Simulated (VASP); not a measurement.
## Ti2Al3Ru: single point with PBE

The system is Ti2Al3Ru.

```
Ti Al Ru
1.0
     4.37282    0.00000    0.00000
    -2.18641    3.78697    0.00000
     0.00000    0.00000   10.00973
Ti Al Ru
2 3 1
Cartesian
  0.0000 0.0000 7.7546
  0.0000 0.0000 2.2551
  0.0000 2.5246 0.0000
  2.1864 1.2623 0.0000
  0.0000 0.0000 5.0049
  0.0000 0.0000 0.0000
```

The cell was generated, and may not be a known phase.

* Program: VASP 6.6.1
* Task: single point
* Functional: PBE
* Potentials or basis: VASP PAW PBE potentials, release 64 (Ti_sv, Al, Ru_pv)
* Cutoff: 520 eV
* k mesh: 12 × 12 × 4
* Occupations: gaussian, width 0.1 eV
* Spin: collinear spin
* Starting moments: [0.58, 0.58, 0.0, 0.0, 0.0, 0.0] μB
* Dipole correction: no
* Further INCAR settings: ALGO = Normal; EDIFF = 1e-06; NBANDS = 36

The pressure is 0.1 GPa, the largest force is 0.085 eV/Å and the net moment is 1.98 μB per cell. The site moments are Ti +0.74; Al -0.01, -0.00 (each value once); Ru -0.06 μB. The valence electrons inside the program's atomic spheres are Ti 10.17; Al 0.82, 0.77 (each value once); Ru 13.13.

Forces on the atoms (eV/Å):
```
Ti   0.000  0.000 -0.085
Ti   0.000  0.000  0.085
Al   0.000  0.000  0.000
Al   0.000  0.000  0.000
Al   0.000  0.000  0.000
Ru   0.000  0.000  0.000
```

Stress tensor (GPa, compression positive):
```
-0.03  0.00  0.00
 0.00 -0.03  0.00
 0.00  0.00  0.35
```

Levels at points of the mesh, in eV from the Fermi level:
Spin up:
| k point | band 21 | band 22 | band 23 | band 24 | band 25 | band 26 | band 27 | band 28 | band 29 | band 30 |
| --- | --- | --- | --- | --- | --- | --- | --- | --- | --- | --- |
| (0.00, 0.00, 0.00) | -0.92 | -0.33 | -0.33 | -0.08 | -0.08 | 0.19 | 0.19 | 0.49 | 1.57 | 1.57 |
| (0.50, 0.00, 0.00) | -1.70 | -1.11 | -0.68 | -0.29 | -0.12 | 0.47 | 0.52 | 0.60 | 0.81 | 1.21 |
| (0.00, 0.00, 0.50) | -0.28 | -0.28 | -0.09 | -0.09 | 0.05 | 0.20 | 0.20 | 0.23 | 1.36 | 1.36 |
| (0.50, 0.00, 0.50) | -1.33 | -1.17 | -0.39 | -0.01 | 0.36 | 0.47 | 0.60 | 0.73 | 0.75 | 0.91 |
Spin down:
| k point | band 20 | band 21 | band 22 | band 23 | band 24 | band 25 | band 26 | band 27 |
| --- | --- | --- | --- | --- | --- | --- | --- | --- |
| (0.00, 0.00, 0.00) | -0.83 | -0.31 | 0.05 | 0.05 | 0.73 | 0.73 | 0.98 | 1.00 |
| (0.50, 0.00, 0.00) | -1.91 | -1.33 | -0.97 | -0.20 | 0.34 | 0.42 | 0.91 | 1.34 |
| (0.00, 0.00, 0.50) | -1.18 | 0.11 | 0.11 | 0.40 | 0.72 | 0.72 | 0.79 | 1.01 |
| (0.50, 0.00, 0.50) | -1.91 | -1.01 | -0.86 | 0.18 | 0.51 | 0.66 | 1.23 | 1.27 |

Run time: 10 min on 1 thread of Intel(R) Xeon(R) 6975P-C (Granite Rapids) (shared host), peak memory 0.74 GiB.
